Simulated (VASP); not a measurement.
C: single point with r2SCAN

C:

```
CELL_PARAMETERS angstrom
0.00000 2.09486 3.50834
1.20950 0.00000 3.50834
1.20950 2.09486 0.00000
ATOMIC_POSITIONS crystal
C 0.16670 0.83330 0.16670
C 0.83330 0.16670 0.83330
```

This cell differs from its parent crystal: strain -0.015 along x and y, -0.015 along z.

```
Program                : VASP 6.6.1
Task                   : single point
Functional             : r2SCAN
Potentials or basis    : VASP PAW PBE potentials, release 64 (C)
Cutoff                 : 520 eV
k mesh                 : 14 × 14 × 14
Occupations            : gaussian, width 0.05 eV
Spin                   : no spin polarisation
Dipole correction      : no
Further INCAR settings : ALGO = Normal; EDIFF = 1e-07; NBANDS = 11
```

```json
{
  "Pressure": "14.0 GPa"
}
```

Stress tensor (GPa, compression positive):
```
20.90  0.00  0.00
 0.00 20.88  0.00
 0.00  0.00  0.17
```

Wall time 9 min on 1 thread of Intel Xeon 8259CL, on a shared host, peak memory 0.19 GiB.

Caveat: the cell differs from its parent crystal (strain -0.015 along x and y, -0.015 along z); the cell stands under pressure; the PAW data sets were made with another functional, which shifts forces and pressure a little.
